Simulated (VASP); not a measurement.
Here is a VASP 6.6.1 calculation.

File INCAR:

```
SYSTEM = Al3GaN4
ALGO = Normal
EDIFF = 1E-6
ENCUT = 520
GGA = PS
ISIF = 2
ISMEAR = 0
LASPH = .True.
LCHARG = .True.
LELF = .True.
LREAL = .False.
LVHAR = .True.
LWAVE = .False.
NBANDS = 31
NELM = 100
PREC = Accurate
SIGMA = 0.05
```

KPOINTS

```
k-points
0
Gamma
  6 8 4
  0 0 0
```

File POSCAR:

```
Al3GaN4
1.0
    5.4468806090      0.0000000000      0.0001103911
    0.0000000000      3.3804798092      0.0000000000
   -0.0034951575      0.0000000000      5.2012722695
Al Ga N
3 1 4
Direct
    0.5002300423      0.5000000000      0.1673295664
    0.0009207036      0.5000000000      0.8348055932
    0.0010880650      0.0000000000      0.3316926342
    0.4994217138      0.0000000000      0.6662009016
    0.1111724737      0.0000000000      0.6663292503
    0.1224543238      0.5000000000      0.1671578647
    0.6251234799      0.5000000000      0.8401923551
    0.6231881979      0.0000000000      0.3262928345
```

Potentials or basis: VASP PAW PBE potentials, release 64 (Al, Ga_d, N).

Launch:

```bash
$ cat potpaw_PBE.64/Al/POTCAR potpaw_PBE.64/Ga_d/POTCAR potpaw_PBE.64/N/POTCAR > POTCAR
$ mpirun -np 1 vasp_std > vasp.out
```

(1) Predict the band gap on the k mesh.

(2) What does it give for the largest force?

(3) Predict the pressure.

Answers

(1) 2.21 eV, direct.

(2) 1.135 eV/Å.

(3) -15.6 GPa.

Caveat: the cell differs from its parent crystal (strain +0.080 along x and y, -0.040 along z); the PAW data sets were made with another functional, which shifts forces and pressure a little.
